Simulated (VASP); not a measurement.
Here is a VASP 6.6.1 calculation.

File INCAR:

```
PREC = Accurate
ENCUT = 520
EDIFF = 1E-7
ISMEAR = 0
SIGMA = 0.1
LREAL = False
LASPH = True
NELM = 100
ALGO = Normal
ISIF = 2
LWAVE = False
LCHARG = False
GGA = PE
NBANDS = 34
```

KPOINTS

```
Automatic mesh
0
Gamma
  8 8 4
  0.5 0.5 0.5
```

POSCAR

```
InSe2
1.0
    3.8948930000      0.0000000000      0.0000000000
    0.0000000000      3.8948930000      0.0000000000
    0.0000000000      0.0000000000      9.6262310000
In Se
2 4
Direct
    0.0000000000      0.5000000000      0.7064680000
    0.5000000000      0.0000000000      0.2935320000
    0.0000000000      0.5000000000      0.3662120000
    0.5000000000      0.0000000000      0.6337880000
    0.0000000000      0.0000000000      0.0000000000
    0.5000000000      0.5000000000      0.0000000000
```

Potentials or basis: VASP PAW PBE potentials, release 64 (In_d, Se).

Run with:

```sh
$ cat potpaw_PBE.64/In_d/POTCAR potpaw_PBE.64/Se/POTCAR > POTCAR
$ mpirun -np 1 vasp_std > vasp.out
```

(1) Predict the largest force.

(2) What does it give for the band gap on the k mesh?

## Answers

(1) 0.024 eV/Å.

(2) zero (band 25 reaches 5.63 eV, above the bottom of band 26 at 3.95 eV).

Caveat: spin-orbit coupling is left out, which moves the levels of the heavy elements.
